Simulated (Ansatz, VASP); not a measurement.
ZnSe in VASP and in Ansatz

File INCAR:

```
ALGO = Normal
EDIFF = 1E-7
ENCUT = 520
GGA = PS
ISIF = 2
ISMEAR = 0
LASPH = T
LCHARG = T
LELF = T
LREAL = F
LVHAR = T
LWAVE = F
NBANDS = 16
NELM = 80
PREC = Accurate
SIGMA = 0.02
```

KPOINTS

```
k-points
0
Gamma
  8 8 8
```

The input POSCAR:

```
ZnSe
1.0
    0.0000000000      2.8721696520      2.8721696520
    2.8721696520      0.0000000000      2.8721696520
    2.8721696520      2.8721696520      0.0000000000
Zn Se
1 1
Direct
    0.0000000000      0.0000000000      0.0000000000
    0.7500000000      0.7500000000      0.7500000000
```

Input for Ansatz:

```yaml
crystal:
  lattice:
    - [0.0, 2.872169652, 2.872169652]
    - [2.872169652, 0.0, 2.872169652]
    - [2.872169652, 2.872169652, 0.0]
  atoms:
    - { symbol: Zn, position: [0.0, 0.0, 0.0] }
    - { symbol: Se, position: [0.75, 0.75, 0.75] }
basis:
  ecutwfc: 420
kpoints:
  mp_grid: { grid: [8, 8, 8] }
hamiltonian:
  xc: pbesol
scf:
  occupations: { method: gaussian, width: 0.02 }
output:
  forces: true
  stress: true
  eigenvalues: true
```

Alike in both runs: task single point; functional PBEsol; k mesh 8 × 8 × 8; occupations gaussian, width 0.02 eV; no spin polarisation.

|  | VASP | Ansatz |
| --- | --- | --- |
| version | VASP 6.6.1 | Ansatz 0.2.0 |
| potentials or method | VASP PAW PBE potentials, release 64 (Zn, Se), cutoff 520 eV | scalar-relativistic, plane waves, PAW |
| valence electrons in the cell | 18 | 28 |

|  | VASP | Ansatz | Ansatz less VASP |
| --- | --- | --- | --- |
| gap on the k mesh at the Fermi level (eV) | 1.01 | 1.01 | -0.002 |
| least direct gap on the mesh (eV) | 1.01 | 1.01 | -0.002 |
| pressure (GPa) | -3.1 | -3.3 | -0.21 |

VASP's potentials were made for PBE, not for PBEsol. VASP's potentials hold 18 valence electrons a cell and Ansatz's 28, so a difference there can come from the potentials and not from the codes.
